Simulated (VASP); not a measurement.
# LiCl (Fm-3m) in VASP: notebook

LiCl is run at these levels: r2SCAN; tasks: single point.

All numbers are computed with VASP 6.6.1; they aren't measurements. Logs are shortened: lines on timing, memory, paths and dates and some standing lists are left out, and cuts for length are marked.

## (1) The cell of the first run

The structure is cubic, space group Fm-3m (No. 225). Conventional cell: a = 5.007 Å, b = 5.007 Å, c = 5.007 Å, α = 90.00°, β = 90.00°, γ = 90.00°. Within 3.3 Å of Li (site symmetry m-3m) lie 6 Cl at 2.50 Å. Within 3.3 Å of Cl (site symmetry m-3m) lie 6 Li at 2.50 Å.

## (2) Single point, r2SCAN

POSCAR

```
LiCl
1.0
    0.0000000000      2.5037493100      2.5037493100
    2.5037493100      0.0000000000      2.5037493100
    2.5037493100      2.5037493100      0.0000000000
Li Cl
1 1
Direct
    0.0000000000      0.0000000000      0.0000000000
    0.5000000000      0.5000000000      0.5000000000
```

INCAR.step1

```
SYSTEM = LiCl
ALGO = Normal ; EDIFF = 1E-4
ENCUT = 520 ; GGA = PE
ISMEAR = -1 ; LASPH = .True.
LCHARG = .False. ; LREAL = .False.
LWAVE = .True. ; NBANDS = 12
NELM = 60 ; PREC = Accurate
SIGMA = 0.02
```

INCAR.step2

```
SYSTEM = LiCl
ALGO = Normal ; EDIFF = 1E-6
ENCUT = 520 ; ISIF = 2
ISMEAR = -1 ; ISTART = 1
LASPH = .True. ; LCHARG = .True.
LELF = .True. ; LMIXTAU = .True.
LREAL = .False. ; LVHAR = .True.
LWAVE = .False. ; METAGGA = R2SCAN
NBANDS = 12 ; NELM = 60
PREC = Accurate ; SIGMA = 0.02
```

KPOINTS

```
k-points
0
Gamma
  10 10 10
  0 0 0
```

Potentials or basis: VASP PAW PBE potentials, release 64 (Li_sv, Cl).

Started as:

```bash
> cat potpaw_PBE.64/Li_sv/POTCAR potpaw_PBE.64/Cl/POTCAR > POTCAR
> cp INCAR.step1 INCAR
> mpirun -np 1 vasp_std > vasp.out
> cp INCAR.step2 INCAR
> mpirun -np 1 vasp_std > vasp.out
```

OUTCAR:

```text
SYSTEM = LiCl
   EDIFF = 1E-6
   ENCUT = 520
   ISIF = 2
   ISMEAR = -1
   ISTART = 1
   LASPH = .True.
   LREAL = .False.
   METAGGA = R2SCAN
   NELM = 60
   PREC = Accurate

 ion  position               nearest neighbor table
   1  0.000  0.000  0.000-   2 2.50   2 2.50   2 2.50   2 2.50   2 2.50   2 2.50
   2  0.500  0.500  0.500-   1 2.50   1 2.50   1 2.50   1 2.50   1 2.50   1 2.50

  LATTYP: Found a face centered cubic cell.
 ALAT       =     5.0074986200

  Lattice vectors:

 A1 = (   0.0000000000,   2.5037493100,   2.5037493100)
 A2 = (   2.5037493100,   0.0000000000,   2.5037493100)
 A3 = (   2.5037493100,   2.5037493100,   0.0000000000)

Analysis of symmetry for initial positions (statically):
=====================================================================
 Subroutine PRICEL returns:
 Original cell was already a primitive cell.

 Routine SETGRP: Setting up the symmetry group for a
 face centered cubic supercell.

 Subroutine GETGRP returns: Found 48 space group operations
 (whereof 48 operations were pure point group operations)
 out of a pool of 48 trial point group operations.

The static configuration has the point symmetry O_h .

Analysis of symmetry for dynamics (positions and initial velocities):
=====================================================================
 Subroutine PRICEL returns:
 Original cell was already a primitive cell.

 Routine SETGRP: Setting up the symmetry group for a
 face centered cubic supercell.

 Subroutine GETGRP returns: Found 48 space group operations
 (whereof 48 operations were pure point group operations)
 out of a pool of 48 trial point group operations.

The dynamic configuration has the point symmetry O_h .

 Subroutine INISYM returns: Found 48 space group operations
 (whereof 48 operations are pure point group operations),
 and found     1 'primitive' translations

----------------------------------------------------------------------------------------

                                     Primitive cell

  volume of cell :      31.3908

  direct lattice vectors                    reciprocal lattice vectors
     0.000000000  2.503749310  2.503749310    -0.199700504  0.199700504  0.199700504
     2.503749310  0.000000000  2.503749310     0.199700504 -0.199700504  0.199700504
     2.503749310  2.503749310  0.000000000     0.199700504  0.199700504 -0.199700504

  length of vectors
     3.540836231  3.540836231  3.540836231     0.345891420  0.345891420  0.345891420

  position of ions in fractional coordinates (direct lattice)
     0.000000000  0.000000000  0.000000000
     0.500000000  0.500000000  0.500000000

  ion indices of the primitive-cell ions
   primitive index   ion index
                 1           1
                 2           2

----------------------------------------------------------------------------------------

 KPOINTS: k-points

Automatic generation of k-mesh.
 Grid dimensions read from file:
 generate k-points for:   10   10   10

 Generating k-lattice:

  Cartesian coordinates                     Fractional coordinates (reciprocal lattice)
    -0.019970050  0.019970050  0.019970050     0.100000000  0.000000000  0.000000000
     0.019970050 -0.019970050  0.019970050     0.000000000  0.100000000  0.000000000
     0.019970050  0.019970050 -0.019970050     0.000000000  0.000000000  0.100000000

  Length of vectors
     0.034589142  0.034589142  0.034589142

  Shift w.r.t. Gamma in fractional coordinates (k-lattice)
     0.000000000  0.000000000  0.000000000

 Subroutine IBZKPT returns following result:
 ===========================================

 Found     47 irreducible k-points:

 Following reciprocal coordinates:
            Coordinates               Weight
  0.000000  0.000000  0.000000      1.000000
  0.100000  0.000000  0.000000      8.000000
  0.200000  0.000000  0.000000      8.000000
  0.300000  0.000000  0.000000      8.000000
  0.400000  0.000000  0.000000      8.000000
  0.500000  0.000000  0.000000      4.000000
[... 16 lines left out ...]
  0.300000  0.300000  0.000000      6.000000
[... 41 lines left out ...]
  ---------------------------------------------------
  free energy    TOTEN  =       -12.57832791 eV

  energy without entropy =      -12.57832791  energy(sigma->0) =      -12.57832791

 E-fermi :   1.3367     XC(G=0):  -9.5000

 val. band max:        0.7625170329   @ k =   0.0000   0.0000   0.0000
 cond. band min:       8.3830299462   @ k =   0.5000   0.0000   0.0000
 fundamental gap:      7.6205129133
 Fermi energy:         1.3367067376

 k-point     1 :       0.0000    0.0000    0.0000
  band No.  band energies     occupation
      1     -43.9646      2.00000
      2     -13.4952      2.00000
      3       0.7625      2.00000
      4       0.7625      2.00000
      5       0.7625      2.00000
      6       8.5558      0.00000
      7      13.4732      0.00000
      8      13.4732      0.00000
      9      13.4732      0.00000
     10      16.3286      0.00000
     11      16.3286      0.00000
     12      17.0984      0.00000

 k-point     2 :       0.1000    0.0000    0.0000
  band No.  band energies     occupation
      1     -43.9642      2.00000
      2     -13.4370      2.00000
      3       0.3815      2.00000
      4       0.7299      2.00000
      5       0.7299      2.00000
      6       8.8683      0.00000
      7      12.9457      0.00000
      8      13.5410      0.00000
      9      13.5411      0.00000
     10      15.0969      0.00000
     11      15.0972      0.00000
     12      17.4223      0.00000

 k-point     3 :       0.2000    0.0000    0.0000
  band No.  band energies     occupation
      1     -43.9632      2.00000
      2     -13.2783      2.00000
      3      -0.4971      2.00000
      4       0.6480      2.00000
      5       0.6480      2.00000
      6       9.2291      0.00000
      7      12.6662      0.00000
      8      12.8919      0.00000
      9      12.8923      0.00000
     10      15.1689      0.00000
     11      15.1690      0.00000
     12      17.8884      0.00000
[... 286 lines left out ...]
 k-point    23 :       0.3000    0.3000    0.0000
  band No.  band energies     occupation
      1     -43.9611      2.00000
      2     -12.8968      2.00000
      3      -1.3959      2.00000
      4      -0.1100      2.00000
      5      -0.1100      2.00000
      6      10.4502      0.00000
      7      10.4978      0.00000
      8      12.2693      0.00000
      9      15.0436      0.00000
     10      15.0438      0.00000
     11      17.7784      0.00000
     12      20.9589      0.00000

 k-point    24 :       0.4000    0.3000    0.0000
  band No.  band energies     occupation
      1     -43.9604      2.00000
      2     -12.7374      2.00000
      3      -1.8528      2.00000
      4      -0.3731      2.00000
      5      -0.2285      2.00000
      6      10.0857      0.00000
      7      10.4895      0.00000
      8      12.8240      0.00000
      9      14.8105      0.00000
     10      16.0114      0.00000
     11      18.8980      0.00000
     12      21.2582      0.00000

 [... further k-points ...]

------------------------ aborting loop because EDIFF is reached ----------------------------------------

  FORCE on cell =-STRESS in cart. coord.  units (eV):
  Direction    XX          YY          ZZ          XY          YZ          ZX
  --------------------------------------------------------------------------------------
  -------------------------------------------------------------------------------------
  Total        0.3878276      0.3878276      0.3878276     -0.0000000      0.0000000      0.0000000
  in kB       19.7946008     19.7946008     19.7946008     -0.0000000      0.0000000      0.0000000
  external PRESSURE =      19.7946008 kB  Pullay stress =       0.0000000 kB

 VOLUME and BASIS-vectors are now :
 -----------------------------------------------------------------------------
  energy-cutoff  :      520.00
  volume of cell :       31.39
      direct lattice vectors                 reciprocal lattice vectors
     0.000000000  2.503749310  2.503749310    -0.199700504  0.199700504  0.199700504
     2.503749310  0.000000000  2.503749310     0.199700504 -0.199700504  0.199700504
     2.503749310  2.503749310  0.000000000     0.199700504  0.199700504 -0.199700504

 POSITION                                       TOTAL-FORCE (eV/Angst)
 -----------------------------------------------------------------------------------
      0.00000      0.00000      0.00000        -0.000000     -0.000000     -0.000000
      2.50375      2.50375      2.50375         0.000000      0.000000      0.000000
 -----------------------------------------------------------------------------------
    total drift:                                0.000000      0.000000      0.000000

  FREE ENERGIE OF THE ION-ELECTRON SYSTEM (eV)
  ---------------------------------------------------
  free  energy   TOTEN  =       -12.5783279070 eV

  energy  without entropy=      -12.5783279070  energy(sigma->0) =      -12.57832791
```

Run time: 50 s. Hardware: 1 thread of Intel Xeon Platinum 8559C (Emerald Rapids), shared host; peak memory 0.16 GiB.

What came out:

* Free energy: -12.5783 eV
* Band gap on the k mesh: 7.62 eV, indirect (least direct gap 7.79 eV)

Levels at points of the mesh, in eV from the valence-band top:
| k point | band 1 | band 2 | band 3 | band 4 | band 5 | band 6 | band 7 | band 8 | band 9 | band 10 |
| --- | --- | --- | --- | --- | --- | --- | --- | --- | --- | --- |
| (0.00, 0.00, 0.00) | -44.73 | -14.26 | 0.00 | 0.00 | 0.00 | 7.79 | 12.71 | 12.71 | 12.71 | 15.57 |
| (0.50, 0.00, 0.00) | -44.72 | -13.57 | -3.15 | -0.31 | -0.31 | 7.62 | 10.34 | 10.34 | 15.04 | 18.34 |
| (0.50, 0.50, 0.00) | -44.72 | -13.27 | -3.29 | -1.27 | -1.27 | 8.81 | 8.96 | 14.26 | 16.04 | 16.04 |

Caveat: the cutoff is under 1.25 times the usual one of these potentials, so pressure, stress and relaxed cells hold a basis-set (Pulay) error; the PAW data sets were made with another functional, which shifts forces and pressure a little. r2SCAN opens gaps a little over a GGA but as a rule still falls short of measured ones.

## (3) Single point, r2SCAN

This run uses another cell than the first one, of 16.03 Å³/atom, 1.021 times its volume.

POSCAR

```
LiCl
1.0
    0.0000000000      2.5213819200      2.5213819200
    2.5213819200      0.0000000000      2.5213819200
    2.5213819200      2.5213819200      0.0000000000
Li Cl
1 1
Direct
    0.0000000000      0.0000000000      0.0000000000
    0.5000000000      0.5000000000      0.5000000000
```

INCAR.step1

```
PREC = Accurate
ENCUT = 520
ISMEAR = -1
SIGMA = 0.02
LREAL = False
LASPH = True
NELM = 60
NBANDS = 12
GGA = PE
ALGO = Normal
EDIFF = 1E-4
LWAVE = True
LCHARG = False
```

INCAR.step2

```
PREC = Accurate
ENCUT = 520
EDIFF = 1E-6
ISMEAR = -1
SIGMA = 0.02
LREAL = False
LASPH = True
NELM = 60
ALGO = Normal
ISIF = 2
LWAVE = False
LCHARG = False
METAGGA = R2SCAN
LMIXTAU = True
NBANDS = 12
ISTART = 1
```

KPOINTS

```
regular mesh
0
Gamma
  10 10 10
```

Potentials or basis: VASP PAW PBE potentials, release 64 (Li_sv, Cl).

Started as:

```bash
> cat potpaw_PBE.64/Li_sv/POTCAR potpaw_PBE.64/Cl/POTCAR > POTCAR
> cp INCAR.step1 INCAR
> mpirun -np 1 vasp_std > vasp.out
> cp INCAR.step2 INCAR
> mpirun -np 1 vasp_std > vasp.out
```

Run time: 43 s. Hardware: 1 thread of Intel Xeon Platinum 8559C (Emerald Rapids), shared host; peak memory 0.15 GiB.

The run converged. Its results:

```
Free energy            : -12.5850 eV
Band gap on the k mesh : 7.60 eV, indirect (least direct gap 7.64 eV)
```

Levels at points of the mesh, in eV from the valence-band top:
| k point | band 3 | band 4 | band 5 | band 6 | band 7 | band 8 |
| --- | --- | --- | --- | --- | --- | --- |
| (0.00, 0.00, 0.00) | 0.00 | 0.00 | 0.00 | 7.64 | 12.70 | 12.70 |
| (0.50, 0.00, 0.00) | -3.06 | -0.30 | -0.30 | 7.60 | 10.33 | 10.33 |
| (0.50, 0.50, 0.00) | -3.18 | -1.22 | -1.22 | 8.85 | 8.91 | 14.06 |

Caveat: the cutoff is under 1.25 times the usual one of these potentials, so pressure, stress and relaxed cells hold a basis-set (Pulay) error; the PAW data sets were made with another functional, which shifts forces and pressure a little.

## (4) Single point, r2SCAN

This run uses another cell than the first one, of 16.36 Å³/atom, 1.043 times its volume.

POSCAR

```
LiCl
1.0
    0.0000000000      2.5387713100      2.5387713100
    2.5387713100      0.0000000000      2.5387713100
    2.5387713100      2.5387713100      0.0000000000
Li Cl
1 1
Direct
    0.0000000000      0.0000000000      0.0000000000
    0.5000000000      0.5000000000      0.5000000000
```

INCAR.step1

```
ALGO = Normal
EDIFF = 1E-4
ENCUT = 520
GGA = PE
ISMEAR = -1
LASPH = True
LCHARG = False
LREAL = False
LWAVE = True
NBANDS = 12
NELM = 60
PREC = Accurate
SIGMA = 0.02
```

INCAR.step2

```
ALGO = Normal
EDIFF = 1E-6
ENCUT = 520
ISIF = 2
ISMEAR = -1
ISTART = 1
LASPH = True
LCHARG = False
LMIXTAU = True
LREAL = False
LWAVE = False
METAGGA = R2SCAN
NBANDS = 12
NELM = 60
PREC = Accurate
SIGMA = 0.02
```

KPOINTS

```
k-points
0
Gamma
  10 10 10
```

Started as:

```bash
> cat potpaw_PBE.64/Li_sv/POTCAR potpaw_PBE.64/Cl/POTCAR > POTCAR
> cp INCAR.step1 INCAR
> mpirun -np 1 vasp_std > vasp.out
> cp INCAR.step2 INCAR
> mpirun -np 1 vasp_std > vasp.out
```

Wall time 47 s (1 thread of Intel Xeon Platinum 8559C (Emerald Rapids), shared host); peak memory 0.15 GiB.

Results (log left out):

- Free energy: -12.5881 eV
- Band gap on the k mesh: 7.50 eV, direct

Levels at points of the mesh, in eV from the valence-band top:
```
           k point  band 2  band 3  band 4  band 5  band 6  band 7  band 8  band 9
(0.00, 0.00, 0.00)  -14.10    0.00    0.00    0.00    7.50   12.69   12.69   12.69
(0.50, 0.00, 0.00)  -13.47   -2.97   -0.29   -0.29    7.57   10.32   10.33   14.55
(0.50, 0.50, 0.00)  -13.20   -3.08   -1.18   -1.18    8.85    8.88   13.86   15.67
```

Caveat: the cutoff is under 1.25 times the usual one of these potentials, so pressure, stress and relaxed cells hold a basis-set (Pulay) error; the PAW data sets were made with another functional, which shifts forces and pressure a little.

## (5) Single point, r2SCAN

This run uses another cell than the first one, of 16.70 Å³/atom, 1.064 times its volume.

POSCAR

```
LiCl
1.0
    0.0000000000      2.5559256944      2.5559256944
    2.5559256944      0.0000000000      2.5559256944
    2.5559256944      2.5559256944      0.0000000000
Li Cl
1 1
Direct
    0.0000000000      0.0000000000      0.0000000000
    0.5000000000      0.5000000000      0.5000000000
```

INCAR.step1

```
SYSTEM = LiCl
ALGO = Normal ; EDIFF = 1E-4
ENCUT = 520 ; GGA = PE
ISMEAR = -1 ; LASPH = .TRUE.
LCHARG = .FALSE. ; LREAL = .FALSE.
LWAVE = .TRUE. ; NBANDS = 12
NELM = 80 ; PREC = Accurate
SIGMA = 0.02
```

INCAR.step2

```
SYSTEM = LiCl
ALGO = Normal ; EDIFF = 1E-6
ENCUT = 520 ; ISIF = 2
ISMEAR = -1 ; ISTART = 1
LASPH = .TRUE. ; LCHARG = .FALSE.
LMIXTAU = .TRUE. ; LREAL = .FALSE.
LWAVE = .FALSE. ; METAGGA = R2SCAN
NBANDS = 12 ; NELM = 80
PREC = Accurate ; SIGMA = 0.02
```

KPOINTS

```
k-points
0
G
  10 10 10
  0 0 0
```

Started as:

```bash
> cat potpaw_PBE.64/Li_sv/POTCAR potpaw_PBE.64/Cl/POTCAR > POTCAR
> cp INCAR.step1 INCAR
> mpirun -np 1 vasp_std > vasp.out
> cp INCAR.step2 INCAR
> mpirun -np 1 vasp_std > vasp.out
```

It took 50 s on 1 thread of Intel Xeon Platinum 8559C (Emerald Rapids), shared host; peak memory 0.16 GiB.

It converged, with:

* Free energy: -12.5881 eV
* Band gap on the k mesh: 7.36 eV, direct

Levels at points of the mesh, in eV from the valence-band top:
```
           k point  band 3  band 4  band 5  band 6  band 7  band 8
(0.00, 0.00, 0.00)    0.00    0.00    0.00    7.36   12.67   12.67
(0.50, 0.00, 0.00)   -2.88   -0.28   -0.28    7.55   10.32   10.32
(0.50, 0.50, 0.00)   -2.98   -1.14   -1.14    8.79    8.91   13.67
```

Caveat: the cutoff is under 1.25 times the usual one of these potentials, so pressure, stress and relaxed cells hold a basis-set (Pulay) error; the PAW data sets were made with another functional, which shifts forces and pressure a little. A k mesh can miss the band edges.

## (6) Single point, r2SCAN

This run uses another cell than the first one, of 16.70 Å³/atom, 1.064 times its volume.

POSCAR

```
LiCl
1.0
    0.0000000000      2.5559256900      2.5559256900
    2.5559256900      0.0000000000      2.5559256900
    2.5559256900      2.5559256900      0.0000000000
Li Cl
1 1
Direct
    0.0000000000      0.0000000000      0.0000000000
    0.5000000000      0.5000000000      0.5000000000
```

INCAR.step1

```
ALGO = Normal
EDIFF = 1E-4
ENCUT = 520
GGA = PE
ISMEAR = -1
LASPH = True
LCHARG = False
LREAL = False
LWAVE = True
NBANDS = 12
NELM = 100
PREC = Accurate
SIGMA = 0.02
```

INCAR.step2

```
ALGO = Normal
EDIFF = 1E-7
ENCUT = 520
ISIF = 2
ISMEAR = -1
ISTART = 1
LASPH = True
LCHARG = False
LMIXTAU = True
LREAL = False
LWAVE = False
METAGGA = R2SCAN
NBANDS = 12
NELM = 100
PREC = Accurate
SIGMA = 0.02
```

KPOINTS

```
k-points
0
Gamma
  10 10 10
```

Potentials or basis: VASP PAW PBE potentials, release 64 (Li_sv, Cl).

Started as:

```bash
> cat potpaw_PBE.64/Li_sv/POTCAR potpaw_PBE.64/Cl/POTCAR > POTCAR
> cp INCAR.step1 INCAR
> mpirun -np 1 vasp_std > vasp.out
> cp INCAR.step2 INCAR
> mpirun -np 1 vasp_std > vasp.out
```

Run time: 50 s. Hardware: 1 thread of Intel Xeon Platinum 8559C (Emerald Rapids), shared host; peak memory 0.16 GiB.

The run converged. Its results:

| Quantity | Value |
| --- | --- |
| Free energy | -12.5881 eV |
| Band gap on the k mesh | 7.36 eV, direct |

Levels at points of the mesh, in eV from the valence-band top:
| k point | band 2 | band 3 | band 4 | band 5 | band 6 | band 7 | band 8 | band 9 |
| --- | --- | --- | --- | --- | --- | --- | --- | --- |
| (0.00, 0.00, 0.00) | -14.02 | 0.00 | 0.00 | 0.00 | 7.36 | 12.67 | 12.67 | 12.67 |
| (0.50, 0.00, 0.00) | -13.42 | -2.88 | -0.28 | -0.28 | 7.55 | 10.32 | 10.32 | 14.32 |
| (0.50, 0.50, 0.00) | -13.17 | -2.98 | -1.14 | -1.14 | 8.79 | 8.91 | 13.67 | 15.50 |

Caveat: the cutoff is under 1.25 times the usual one of these potentials, so pressure, stress and relaxed cells hold a basis-set (Pulay) error; the PAW data sets were made with another functional, which shifts forces and pressure a little.

## (7) Summary

```tsv
cell	gap on the mesh (eV)
a = 3.541 Å, angles 60.0°, 2 atoms	7.62
a = 3.566 Å, angles 60.0°, 2 atoms	7.60
a = 3.590 Å, angles 60.0°, 2 atoms	7.50
a = 3.615 Å, angles 60.0°, 2 atoms	7.36
```

Alike in all rows: task single point; level r2SCAN; potentials or basis VASP PAW PBE potentials, release 64 (Li_sv, Cl); no spin polarisation; k mesh 10 × 10 × 10; cutoff (eV) 520; smearing fermi-dirac 0.02 eV.

Caveats: the cutoff is under 1.25 times the usual one of these potentials, so pressure, stress and relaxed cells hold a basis-set (Pulay) error; the PAW data sets were made with another functional, which shifts forces and pressure a little.

Absolute energies hang on the potentials; compare differences alone.
